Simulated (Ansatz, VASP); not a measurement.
One calculation of Cu, two programs

```xyz
1
Lattice="-1.4133 1.4133 1.3480 1.4133 -1.4133 1.3480 1.4133 1.4133 -1.3480" Properties=species:S:1:pos:R:3 pbc="T T T"
Cu    0.0000    0.0000    0.0000
```

Change from the starting cell: volume scaled by 0.94.

Alike in both runs: task single point; functional BLYP; k mesh 10 × 10 × 10; non-collinear spin.

```csv
,VASP,Ansatz
version,VASP 6.6.1,Ansatz 0.2.0
potentials or method,"VASP PAW PBE potentials, release 64 (Cu), cutoff 520 eV","all-electron LAPW, scalar-relativistic"
occupations,"methfessel-paxton of order 1, width 0.1 eV","cold, width 0.1 eV"
```

VASP gave:

| Item | Value |
| --- | --- |
| gap on the k mesh at the Fermi level (eV) | none |
| pressure (GPa) | 30.1 |
| traceless stress, the component that is largest in VASP (GPa) | -1.13 |
| net moment per atom (μB) | 0.00 |

Problem. What did Ansatz give for the same quantities?

Solution. gap on the k mesh at the Fermi level (eV): none; pressure (GPa): 29.4; traceless stress, the component that is largest in VASP (GPa): -1.32; net moment per atom (μB): 0.00.

VASP's potentials were made for PBE, not for BLYP. A gap of «none» marks a metal or a gap that the smearing closes. Both programs put the cell under a high pressure, so it lies far from rest at this level. Ansatz ran all-electron here, and VASP with PAW potentials.

Noted on Ansatz's run: the program listed the state as in doubt; the k mesh is thin for a metal, which can move the energy by tens of meV per atom.
